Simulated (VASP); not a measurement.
The system is Fe.

```
Fe
1.0
    -1.44300    1.44300    1.44300
     1.44300   -1.44300    1.44300
     1.44300    1.44300   -1.44300
Fe
1
Direct
  0.00000 0.00000 0.00000
```

```yaml
Program: VASP 6.6.1
Task: relaxation of volume and atoms at fixed shape
Functional: PBEsol
Potentials_or_basis: VASP PAW PBE potentials, release 64 (Fe)
Cutoff: 600 eV
k_mesh: 12 × 12 × 12
Occupations: methfessel-paxton, width 0.02 eV
Spin: collinear spin, ferromagnetic start
Starting_moments: "[3.5] μB"
```

At the start: pressure -16.8 GPa; volume 12.02 Å³/atom.

Task: Where does the relaxation end?

Result: Over 4 steps the energy falls by 73.3 meV/atom and the volume is 10.79 Å³/atom (-10.2 %); space group Im-3m (No. 229, to 0.1 Å) before and after; moment 2.08 μB per cell.

The path:
```tsv
step	energy change (eV)	largest force (eV/Å)	pressure (GPa)	volume (Å³)
1	0.0000	0.0000	-16.85	12.02
2	-0.0186	0.0000	22.01	9.95
3	-0.0732	0.0000	-0.55	10.82
4	-0.0733	0.0000	-0.01	10.79
```

Final structure:
```
Fe
1.0
    -1.39217    1.39217    1.39217
     1.39217   -1.39217    1.39217
     1.39217    1.39217   -1.39217
Fe
1
Direct
  0.00000 0.00000 0.00000
```

Caveat: the PAW data sets were made with another functional, which shifts forces and pressure a little.
